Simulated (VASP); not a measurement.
# C18Se in VASP: single point with PBE+D3(BJ)

Aim: the single point of C18Se with PBE+D3(BJ).

Program: VASP 6.6.1. These are calculated values, not measurements. Logs are shortened: lines on timing, memory, paths and dates and some standing lists are left out, and cuts for length are marked.

### Step 1. The cell of the first run

The cell holds a slab with vacuum, 19 atoms: a = 7.398 Å, b = 7.398 Å, c = 11.000 Å, α = 90.00°, β = 90.00°, γ = 120.00°.

### Step 2. Single point, PBE+D3(BJ)

INCAR

```
SYSTEM = C18Se
PREC = Accurate
ENCUT = 520
EDIFF = 1E-6
ISMEAR = -1
SIGMA = 0.05
LREAL = Auto
LASPH = .True.
NELM = 80
ALGO = Normal
ISIF = 2
LWAVE = .False.
LCHARG = .False.
GGA = PE
IVDW = 12
NBANDS = 54
```

KPOINTS

```
Automatic mesh
0
Gamma
  2 2 1
  0 0 0
```

POSCAR

```
C18Se
1.0
    7.3980000000      0.0000000000      0.0000000000
   -3.6990000000      6.4068560000      0.0000000000
    0.0000000000      0.0000000000     11.0000000000
C Se
18 1
Direct
    0.0012167402      0.0038261573      0.0906306512
    0.2255047819      0.1194835963      0.1118531481
    0.0049425766      0.3399854502      0.0850425720
    0.2278314404      0.4520270051      0.0853551984
    0.0064319025      0.6731213516      0.0833040790
    0.2243741976      0.7805563054      0.0905430276
    0.3401378484      0.0048167094      0.1118768647
    0.5643923195      0.1205533938      0.0904917600
    0.3411223269      0.3437402834      0.0905708091
    0.5590699491      0.4512159974      0.0834185615
    0.3376287592      0.6722729476      0.0853884025
    0.5605511848      0.7843593115      0.0852505495
    0.6726495328      0.0072938324      0.0853878973
    0.8928959322      0.1170869756      0.0853846400
    0.6718301082      0.3385033143      0.0832791070
    0.8946407051      0.4502880298      0.0809894859
    0.6708666403      0.6740390674      0.0812457604
    0.8936893003      0.7858607894      0.0834190954
    0.2833370540      0.0617810821      0.2938412904
```

Potentials or basis: VASP PAW PBE potentials, release 64 (C, Se).

Run with:

```
$ cat potpaw_PBE.64/C/POTCAR potpaw_PBE.64/Se/POTCAR > POTCAR
$ mpirun -np 1 vasp_std > vasp.out
```

OUTCAR:

```text
SYSTEM = C18Se
   PREC = Accurate
   ENCUT = 520
   EDIFF = 1E-6
   ISMEAR = -1
   LREAL = Auto
   LASPH = .True.
   NELM = 80
   ISIF = 2
   GGA = PE
   IVDW = 12
 IVDW          = 12

 ion  position               nearest neighbor table
   1  0.001  0.004  0.091-  18 1.40  14 1.42   2 1.46
   2  0.226  0.119  0.112-   9 1.46   1 1.46   7 1.47  19 2.13
   3  0.005  0.340  0.085-  16 1.41   4 1.43  14 1.43
   4  0.228  0.452  0.085-  11 1.41   9 1.42   3 1.43
   5  0.006  0.673  0.083-   6 1.40  16 1.43  18 1.44
   6  0.224  0.781  0.091-   5 1.40  11 1.42   7 1.46
   7  0.340  0.005  0.112-   6 1.46   8 1.46   2 1.47  19 2.13
   8  0.564  0.121  0.090-  15 1.40  13 1.42   7 1.46
   9  0.341  0.344  0.091-  10 1.40   4 1.42   2 1.46
  10  0.559  0.451  0.083-   9 1.40  17 1.43  15 1.44
  11  0.338  0.672  0.085-   4 1.41   6 1.42  12 1.43
  12  0.561  0.784  0.085-  17 1.41  11 1.43  13 1.43
  13  0.673  0.007  0.085-  14 1.41   8 1.42  12 1.43
  14  0.893  0.117  0.085-  13 1.41   1 1.42   3 1.43
  15  0.672  0.339  0.083-   8 1.40  16 1.43  10 1.44
  16  0.895  0.450  0.081-   3 1.41  15 1.43   5 1.43
  17  0.671  0.674  0.081-  12 1.41  18 1.43  10 1.43
  18  0.894  0.786  0.083-   1 1.40  17 1.43   5 1.44
  19  0.283  0.062  0.294-   7 2.13   2 2.13

  LATTYP: Found a hexagonal cell.
 ALAT       =     7.3980000000
 C/A-ratio  =     1.4868883482

  Lattice vectors:

 A1 = (   7.3980000000,   0.0000000000,   0.0000000000)
 A2 = (  -3.6990000000,   6.4068560000,   0.0000000000)
 A3 = (   0.0000000000,   0.0000000000,  11.0000000000)

Analysis of symmetry for initial positions (statically):
=====================================================================
 Subroutine PRICEL returns:
 Original cell was already a primitive cell.

 Routine SETGRP: Setting up the symmetry group for a
 hexagonal supercell.

 Subroutine GETGRP returns: Found  1 space group operations
 (whereof  1 operations were pure point group operations)
 out of a pool of 24 trial point group operations.

The static configuration has the point symmetry C_1 .

Analysis of symmetry for dynamics (positions and initial velocities):
=====================================================================
 Subroutine PRICEL returns:
 Original cell was already a primitive cell.

 Routine SETGRP: Setting up the symmetry group for a
 hexagonal supercell.

 Subroutine GETGRP returns: Found  1 space group operations
 (whereof  1 operations were pure point group operations)
 out of a pool of 24 trial point group operations.

The dynamic configuration has the point symmetry C_1 .

 Subroutine INISYM returns: Found  1 space group operations
 (whereof  1 operations are pure point group operations),
 and found     1 'primitive' translations

----------------------------------------------------------------------------------------

                                     Primitive cell

  volume of cell :     521.3771

  direct lattice vectors                    reciprocal lattice vectors
     7.398000000  0.000000000  0.000000000     0.135171668  0.078041398  0.000000000
    -3.699000000  6.406856000  0.000000000     0.000000000  0.156082796  0.000000000
     0.000000000  0.000000000 11.000000000     0.000000000  0.000000000  0.090909091

  length of vectors
     7.398000000  7.398000054 11.000000000     0.156082797  0.156082796  0.090909091

  position of ions in fractional coordinates (direct lattice)
     0.001216740  0.003826157  0.090630651
     0.225504782  0.119483596  0.111853148
     0.004942577  0.339985450  0.085042572
     0.227831440  0.452027005  0.085355198
     0.006431902  0.673121352  0.083304079
     0.224374198  0.780556305  0.090543028
[... 11 lines left out ...]
     0.893689300  0.785860789  0.083419095
     0.283337054  0.061781082  0.293841290

  ion indices of the primitive-cell ions
   primitive index   ion index
                 1           1
                 2           2
                 3           3
                 4           4
                 5           5
                 6           6
[... 11 lines left out ...]
                18          18
                19          19

----------------------------------------------------------------------------------------

 KPOINTS: Automatic mesh

Automatic generation of k-mesh.
 Grid dimensions read from file:
 generate k-points for:    2    2    1

 Generating k-lattice:

  Cartesian coordinates                     Fractional coordinates (reciprocal lattice)
     0.067585834  0.039020699  0.000000000     0.500000000 -0.000000000  0.000000000
     0.000000000  0.078041398  0.000000000     0.000000000  0.500000000  0.000000000
     0.000000000  0.000000000  0.090909091     0.000000000  0.000000000  1.000000000

  Length of vectors
     0.078041399  0.078041398  0.090909091

  Shift w.r.t. Gamma in fractional coordinates (k-lattice)
     0.000000000  0.000000000  0.000000000

 Subroutine IBZKPT returns following result:
 ===========================================

 Found      4 irreducible k-points:

 Following reciprocal coordinates:
            Coordinates               Weight
  0.000000  0.000000  0.000000      1.000000
  0.500000 -0.000000  0.000000      1.000000
  0.000000  0.500000  0.000000      1.000000
  0.500000  0.500000  0.000000      1.000000
   k-points           NKPTS =      4   k-points in BZ     NKDIM =      4   number of bands    NBANDS=     54
   number of dos      NEDOS =    301   number of ions     NIONS =     19
   total plane-waves  NPLWV = 263424
   dimension x,y,z NGX =    56 NGY =   56 NGZ =   84
   dimension x,y,z NGXF=   112 NGYF=  112 NGZF=  168
   ions per type =              18   1
   NGX,Y,Z   is equivalent  to a cutoff of  12.58, 12.58, 12.70 a.u.
   NGXF,Y,Z  is equivalent  to a cutoff of  25.17, 25.17, 25.39 a.u.
 SYSTEM =  C18Se
   PREC   = accura    normal or accurate (medium, high low for compatibility)
   ISTART =      0    job   : 0-new  1-cont  2-samecut
   ICHARG =      2    charge: 1-file 2-atom 10-const
   ISPIN  =      1    spin polarized calculation?
   LNONCOLLINEAR =      F non collinear calculations
   LSORBIT =      F    spin-orbit coupling
   LASPH  =      T    aspherical Exc in radial PAW
   ENCUT  =  520.0 eV  38.22 Ry    6.18 a.u.  13.76 13.76 20.45*2*pi/ulx,y,z
   NELM   =     80;   NELMIN=  2; NELMDL= -5     # of ELM steps
   EDIFF  = 0.1E-05   stopping-criterion for ELM
   LREAL  =      T    real-space projection
   EDIFFG = 0.1E-04   stopping-criterion for IOM
   NSW    =      0    number of steps for IOM
   IBRION =     -1    ionic relax: 0-MD 1-quasi-New 2-CG
   NFREE  =      0    steps in history (QN), initial steepest desc. (CG)
   ISIF   =      2    stress and relaxation
   ISYM   =      2    0-nonsym 1-usesym 2-fastsym
   POTIM  = 0.5000    time-step for ionic-motion
   TEBEG  =    0.0;   TEEND  =   0.0 temperature during run
   PSTRESS=    0.0 pullay stress
   NELECT =      78.0000    total number of electrons
   NUPDOWN=      -1.0000    fix difference up-down
   EMIN   =  10.00;   EMAX   =-10.00  energy-range for DOS
   EFERMI =   0.00;   METHOD = LEGACY
   ISMEAR =    -1;   SIGMA  =   0.05  broadening in eV -4-tet -1-fermi 0-gaus
   EFERMI_NEDOS =   21; number of points for ismear=-14 and -15
   IALGO  =     38    algorithm
   IMIX   =      4    mixing-type and parameters
     AMIX     =   0.40;   BMIX     =  1.00
     AMIX_MAG =   1.60;   BMIX_MAG =  1.00
  volume/ion in A,a.u.               =      27.44       185.18
  Fermi-wavevector in a.u.,A,eV,Ry     =   0.869072  1.642308 10.276289  0.755286
  Thomas-Fermi vector in A             =   1.987841
   LORBIT       =      0    0 simple, 1 ext, 2 COOP (PROOUT), +10 PAW based schemes
   GGA     = PE    functional components
   LHFCALC =     F    Hartree Fock is set to
   AEXX    =    0.0000 exact exchange contribution
   IVDW    =    12    specifies the selected vdW correction
   LEPSILON=     F    determine dielectric tensor
   LRPA    =     F    only Hartree local field effects (RPA)
 non-spin polarized calculation
  energy-cutoff  :      520.00
  volume of cell :      521.38
 maximum number of plane-waves:     14099
 NGX is ok and might be reduce to    56
   NGX = 27   NGY = 27   NGZ = 41

 number of electron      77.9999999 magnetization

 Free energy of the ion-electron system (eV)
  ---------------------------------------------------
  ext. energy  EPLUGINS =         0.00000000
  ---------------------------------------------------
  free energy    TOTEN  =      -166.91927913 eV

  energy without entropy =     -166.90762152  energy(sigma->0) =     -166.91345032

 E-fermi :  -1.3289     XC(G=0):  -4.5146

 val. band max:       -1.4652367810   @ k =   0.0000   0.0000   0.0000
 cond. band min:      -1.1917254413   @ k =   0.0000   0.0000   0.0000
 fundamental gap:      0.2735113397
 Fermi energy:        -1.3288723177

 k-point     1 :       0.0000    0.0000    0.0000
  band No.  band energies     occupation
      1     -21.0392      2.00000
      2     -18.9105      2.00000
      3     -18.4078      2.00000
      4     -18.4067      2.00000
      5     -18.3712      2.00000
      6     -18.2974      2.00000
[... 43 lines left out ...]
     50       3.6127      0.00000
     51       4.4292      0.00000

 k-point     2 :       0.5000   -0.0000    0.0000
  band No.  band energies     occupation
      1     -20.5244      2.00000
      2     -20.2463      2.00000
      3     -19.1747      2.00000
      4     -18.9616      2.00000
      5     -16.9793      2.00000
      6     -16.5260      2.00000
[... 43 lines left out ...]
     50       4.4363      0.00000
     51       4.6044      0.00000

 k-point     3 :       0.0000    0.5000    0.0000
  band No.  band energies     occupation
      1     -20.5243      2.00000
      2     -20.2465      2.00000
      3     -19.1748      2.00000
      4     -18.9615      2.00000
      5     -16.9793      2.00000
      6     -16.5264      2.00000
[... 43 lines left out ...]
     50       4.4363      0.00000
     51       4.6042      0.00000

 k-point     4 :       0.5000    0.5000    0.0000
  band No.  band energies     occupation
      1     -20.4980      2.00000
      2     -20.2813      2.00000
      3     -19.1168      2.00000
      4     -19.0263      2.00000
      5     -16.8709      2.00000
      6     -16.6120      2.00000
[... 43 lines left out ...]
     50       4.6155      0.00000
     51       4.7858      0.00000
 [bands above 51 left out]

------------------------ aborting loop because EDIFF is reached ----------------------------------------

 Edisp (eV)   -1.85029

 E8    (eV) :    -0.5911

  FORCE on cell =-STRESS in cart. coord.  units (eV):
  Direction    XX          YY          ZZ          XY          YZ          ZX
  --------------------------------------------------------------------------------------
  -------------------------------------------------------------------------------------
  Total       2.98086     2.15708    -0.10173    -0.72183     0.00819    -0.02153
  in kB       9.16010     6.62864    -0.31261    -2.21817     0.02516    -0.06615
  external pressure =        5.16 kB  Pullay stress =        0.00 kB

 VOLUME and BASIS-vectors are now :
 -----------------------------------------------------------------------------
  energy-cutoff  :      520.00
  volume of cell :      521.38
      direct lattice vectors                 reciprocal lattice vectors
     7.398000000  0.000000000  0.000000000     0.135171668  0.078041398  0.000000000
    -3.699000000  6.406856000  0.000000000     0.000000000  0.156082796  0.000000000
     0.000000000  0.000000000 11.000000000     0.000000000  0.000000000  0.090909091

 POSITION                                       TOTAL-FORCE (eV/Angst)
 -----------------------------------------------------------------------------------
     -0.00515      0.02451      0.99694        -0.017090     -0.001452     -0.004180
      1.22631      0.76551      1.23038         0.005078     -0.007246     -0.010524
     -1.22104      2.17824      0.93547        -0.002146     -0.000842     -0.000968
      0.01345      2.89607      0.93891         0.007597     -0.008259      0.003098
     -2.44229      4.31259      0.91634        -0.015386     -0.008091      0.002592
     -1.22736      5.00091      0.99597         0.011473     -0.013569     -0.009129
[... 11 lines left out ...]
      3.70461      5.03490      0.91761        -0.000533     -0.013891      0.001754
      1.86760      0.39582      3.23225        -0.010752      0.006580      0.035704
 -----------------------------------------------------------------------------------
    total drift:                               -0.010790     -0.016237      0.012922

  FREE ENERGIE OF THE ION-ELECTRON SYSTEM (eV)
  ---------------------------------------------------
  free  energy   TOTEN  =      -168.7695732284 eV

  energy  without entropy=     -168.7579156208  energy(sigma->0) =     -168.76374442
```

It took 3.7 min on 1 thread of Intel Xeon Platinum 8259CL at 2.50GHz (Skylake/Cascade Lake), shared host; peak memory 0.55 GiB.

Results:

```
Free energy                : -168.7696 eV
Largest force              : 0.038 eV/Å
Band gap on the k mesh     : 0.27 eV
Dispersion energy per atom : -0.097 eV
```

Forces on the atoms (eV/Å):
```
C   -0.017 -0.001 -0.004
C    0.005 -0.007 -0.011
C   -0.002 -0.001 -0.001
C    0.008 -0.008  0.003
C   -0.015 -0.008  0.003
C    0.011 -0.014 -0.009
C   -0.011  0.008 -0.014
C    0.014  0.000  0.001
C   -0.009  0.009  0.003
C    0.014  0.002 -0.003
C    0.009  0.006  0.002
C    0.002  0.008 -0.002
C    0.006 -0.006  0.002
C    0.004  0.000  0.004
C   -0.001  0.003  0.004
C   -0.004  0.009 -0.001
C   -0.001  0.006 -0.014
C   -0.001 -0.014  0.002
Se  -0.011  0.007  0.036
```

Caveat: the k points lie up to 0.49 Å⁻¹ apart; there is no dipole correction, which matters where the two faces differ.
